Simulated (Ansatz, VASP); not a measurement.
**One calculation of C, two programs**

Contents of INCAR:

```
SYSTEM = C
  PREC = Accurate
  ENCUT = 520
  EDIFF = 1E-7
  ISMEAR = 0
  SIGMA = 0.05
  LREAL = .FALSE.
  LASPH = .TRUE.
  NELM = 60
  ALGO = Normal
  ISIF = 2
  LWAVE = .FALSE.
  LCHARG = .TRUE.
  LELF = .TRUE.
  LVHAR = .TRUE.
  NBANDS = 11
```

File KPOINTS:

```
Automatic mesh
0
G
  12 12 12
  0 0 0
```

The input POSCAR:

```
C
1.0
    0.0000000000      1.7388150000      1.7834000000
    1.7388150000      0.0000000000      1.7834000000
    1.7388150000      1.7388150000      0.0000000000
C
2
Direct
    0.5000000000      0.5000000000      0.5000000000
    0.7500000000      0.7500000000      0.7500000000
```

Input for Ansatz:

```yaml
crystal:
  lattice:
    - [0.0, 1.738815, 1.7834]
    - [1.738815, 0.0, 1.7834]
    - [1.738815, 1.738815, 0.0]
  atoms:
    - { symbol: C, position: [0.5, 0.5, 0.5] }
    - { symbol: C, position: [0.75, 0.75, 0.75] }
basis:
  ecutwfc: 420
kpoints:
  mp_grid: { grid: [12, 12, 12] }
hamiltonian:
  xc: lda
scf:
  occupations: { method: gaussian, width: 0.05 }
output:
  forces: true
  stress: true
  eigenvalues: true
```

Change from the starting cell: strain -0.0250 x Voigt [1, 1, 0, 0, 0, 0], atoms carried along.

Alike in both runs: task single point; functional LDA; k mesh 12 × 12 × 12; occupations gaussian, width 0.05 eV; no spin polarisation.

|  | VASP | Ansatz |
| --- | --- | --- |
| version | VASP 6.6.1 | Ansatz 0.2.0 |
| potentials or method | VASP PAW LDA potentials, release 64 (C), cutoff 520 eV | scalar-relativistic, plane waves, PAW |
| valence electrons in the cell | 8 | 8 |

Ansatz gave:

* gap on the k mesh at the Fermi level (eV): 3.92
* least direct gap on the mesh (eV): 5.45
* pressure (GPa): 10.2
* traceless stress, the component that is largest in VASP (GPa): -16.92

Question: What did VASP give for the same quantities?

Answer: gap on the k mesh at the Fermi level (eV): 3.92; least direct gap on the mesh (eV): 5.45; pressure (GPa): 11.9; traceless stress, the component that is largest in VASP (GPa): -16.89.

LDA's correlation is that of Perdew and Zunger in VASP and of Perdew and Wang (1992) in Ansatz.
